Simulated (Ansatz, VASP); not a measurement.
## One calculation of Ba, two programs

```
Ba
1.0
    -2.37570    2.37570    2.37570
     2.37570   -2.37570    2.37570
     2.37570    2.37570   -2.37570
Ba
1
Direct
  0.00000 0.00000 0.00000
```

Alike in both runs: functional LDA; k mesh 12 × 12 × 12; occupations gaussian, width 0.1 eV; no spin polarisation.

Ansatz relaxed the structure, and its values are those at the end. VASP's run is a single point on that final structure, the one shown.

|  | VASP | Ansatz |
| --- | --- | --- |
| version | VASP 6.6.1 | Ansatz 0.2.0 |
| potentials or method | VASP PAW LDA potentials, release 64 (Ba_sv), cutoff 520 eV | scalar-relativistic, plane waves, PAW |
| valence electrons in the cell | 10 | 10 |

VASP gave:

```
gap on the k mesh at the Fermi level (eV) : none
pressure (GPa)                            : 0.1
```

Task: What did Ansatz give for the same quantities?

Result: gap on the k mesh at the Fermi level (eV): none; pressure (GPa): 0.0.

Ansatz warns that its potentials were made for another functional, while VASP's fit it. LDA's correlation is that of Perdew and Zunger in VASP and of Perdew and Wang (1992) in Ansatz. A gap of «none» marks a metal or a gap that the smearing closes.

Neither program's run includes spin-orbit coupling.
